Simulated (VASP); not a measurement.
Set up this calculation in VASP 6.6.1, as the native input.

```yaml
Task: single point
Functional: PBE
Dispersion: D3(BJ)
Potentials_or_basis: VASP PAW PBE potentials, release 64 (Tl_d)
Cutoff: 520 eV
k_mesh: 18 × 18 × 18
Occupations: gaussian, width 0.15 eV
Spin: no spin polarisation
Dipole_correction: no
Further_INCAR_settings: ALGO = Fast; EDIFF = 1e-06; NBANDS = 12
```

The structure of Tl lies in POSCAR:

```
Tl
1.0
   -1.8924750000      1.8924750000      1.9410000000
    1.8924750000     -1.8924750000      1.9410000000
    1.8924750000      1.8924750000     -1.9410000000
Tl
1
Direct
    0.0000000000      0.0000000000      0.0000000000
```

This cell differs from its parent crystal: strain -0.025 along x and y, +0.000 along z.

The input as run:

INCAR

```
PREC = Accurate
ENCUT = 520
EDIFF = 1E-6
ISMEAR = 0
SIGMA = 0.15
LREAL = False
LASPH = True
NELM = 80
ALGO = Fast
ISIF = 2
LWAVE = False
LCHARG = False
GGA = PE
IVDW = 12
NBANDS = 12
```

KPOINTS

```
regular mesh
0
Gamma
  18 18 18
```

Potentials or basis: VASP PAW PBE potentials, release 64 (Tl_d).

Command:

```console
$ cat potpaw_PBE.64/Tl_d/POTCAR > POTCAR
$ mpirun -np 1 vasp_std > vasp.out
```

Results of the run:

The pressure is 2.3 GPa, the band gap on the k mesh is zero (an odd number of electrons rules out a gap without spin polarisation) and the dispersion energy per atom is -0.352 eV.

Caveat: the cell differs from its parent crystal (strain -0.025 along x and y, +0.000 along z); spin-orbit coupling is left out, which moves the levels of the heavy elements.

It took 79 s on 1 thread of AMD EPYC 9R45 96-Core Processor (Zen 5) (shared host), peak memory 0.26 GiB.
